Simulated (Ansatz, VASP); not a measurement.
BaF2 in VASP and in Ansatz

```
Ba F
1.0
     0.00000    3.02246    3.02246
     3.02246    0.00000    3.02246
     3.02246    3.02246    0.00000
Ba F
1 2
Direct
  0.00000 0.00000 0.00000
  0.25000 0.25000 0.25000
  0.75000 0.75000 0.75000
```

Alike in both runs: functional LDA; k mesh 6 × 6 × 6; occupations gaussian, width 0.02 eV; no spin polarisation.

Ansatz relaxed the structure, and its values are those at the end. VASP's run is a single point on that final structure, the one shown.

|  | VASP | Ansatz |
| --- | --- | --- |
| version | VASP 6.6.1 | Ansatz 0.2.0 |
| potentials or method | VASP PAW LDA potentials, release 64 (Ba_sv, F_h), cutoff 1350 eV | scalar-relativistic, plane waves, PAW |
| valence electrons in the cell | 24 | 24 |

VASP gave:

- gap on the k mesh at the Fermi level (eV): 6.73
- least direct gap on the mesh (eV): 6.84
- pressure (GPa): 1.5

Estimate Ansatz's values.

gap on the k mesh at the Fermi level (eV): 6.81; least direct gap on the mesh (eV): 6.93; pressure (GPa): 0.0.

LDA's correlation is that of Perdew and Zunger in VASP and of Perdew and Wang (1992) in Ansatz.

Spin-orbit coupling is off throughout.
